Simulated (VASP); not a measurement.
Write the native input for VASP 6.6.1 that does the following.

```
Task                   : relaxation of cell and atoms
Functional             : PBEsol
Potentials or basis    : VASP PAW PBE potentials, release 64 (Ag)
Cutoff                 : 600 eV
k mesh                 : 9 × 9 × 5
Occupations            : fermi-dirac, width 0.1 eV
Spin                   : no spin polarisation
Dipole correction      : no
Further INCAR settings : ALGO = Normal; EDIFF = 1e-06; IBRION = 2; EDIFFG = -0.02; NSW = 80; ISIF = 3
```

The structure of Ag lies in POSCAR:

```
Ag
1.0
    2.9300000000      0.0000000000      0.0000000000
   -1.4650000000      2.5374540000      0.0000000000
    0.0000000000      0.0000000000      4.7900000000
Ag
2
Direct
    0.3333333333      0.6666666667      0.2500000000
    0.6666666667      0.3333333333      0.7500000000
```

The input as run:

INCAR

```
SYSTEM = Ag
PREC = Accurate
ENCUT = 600
EDIFF = 1E-6
ISMEAR = -1
SIGMA = 0.1
LREAL = .False.
LASPH = .True.
NELM = 60
ALGO = Normal
ISIF = 3
LWAVE = .False.
LCHARG = .False.
GGA = PS
IBRION = 2
NSW = 80
EDIFFG = -0.02
```

KPOINTS

```
regular mesh
0
Gamma
  9 9 5
  0 0 0
```

Potentials or basis: VASP PAW PBE potentials, release 64 (Ag).

Run with:

```console
$ cat potpaw_PBE.64/Ag/POTCAR > POTCAR
$ mpirun -np 1 vasp_std > vasp.out
```

It gave:

| Item | Value |
| --- | --- |
| Relaxed volume | 16.59 Å³/atom |
| Relaxed cell | a = 2.850 Å, b = 2.850 Å, c = 4.716 Å, α = 90.00°, β = 90.00°, γ = 120.00° |
| Space group after relaxing (to 0.05 Å) | P6_3/mmc (No. 194) |
| Energy gained by relaxing | 28.3 meV/atom |
| Ionic steps | 8 |
| Pressure after relaxing | 0.2 GPa |
| Band gap on the k mesh | zero (band 11 reaches 12.65 eV, above the bottom of band 12 at 5.33 eV) |

Caveat: the PAW data sets were made with another functional, which shifts forces and pressure a little.

Wall time 70 s on 1 thread of Intel(R) Xeon(R) Platinum 8375C CPU @ 2.90GHz (Ice Lake), with other jobs on the host, peak memory 0.17 GiB.
